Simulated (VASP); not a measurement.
Se: single point with PBE

Se:

```xyz
2
Lattice="0.0000 2.6701 2.6701 2.6701 0.0000 2.6701 2.6701 2.6701 0.0000" Properties=species:S:1:pos:R:3 pbc="T T T"
Se   -0.6675   -0.6675   -0.6675
Se    0.6675    0.6675    0.6675
```

This cell differs from its parent crystal: volume scaled by 0.6.

```json
{"Program": "VASP 6.6.1", "Task": "single point", "Functional": "PBE", "Potentials or basis": "VASP PAW PBE potentials, release 64 (Se)", "Cutoff": "520 eV", "k mesh": "11 × 11 × 11", "Occupations": "fermi-dirac, width 0.1 eV", "Spin": "no spin polarisation", "Dipole correction": "no", "Further INCAR settings": "ALGO = Normal; EDIFF = 1e-07; NBANDS = 13"}
```

| Property | Result |
| --- | --- |
| Pressure | 54.7 GPa |
| Band gap on the k mesh | zero (band 6 reaches 8.36 eV, above the bottom of band 7 at 5.72 eV) |

Levels at points of the mesh, in eV from the Fermi level:
```
           k point  band 4  band 5  band 6  band 7  band 8  band 9
(0.00, 0.00, 0.00)   -5.35   -5.35   -1.66   -1.66   -1.66    4.37
```

Run time: 9.7 s on 1 thread of Intel(R) Xeon(R) 6975P-C (Granite Rapids), on a shared host, peak memory 0.16 GiB.
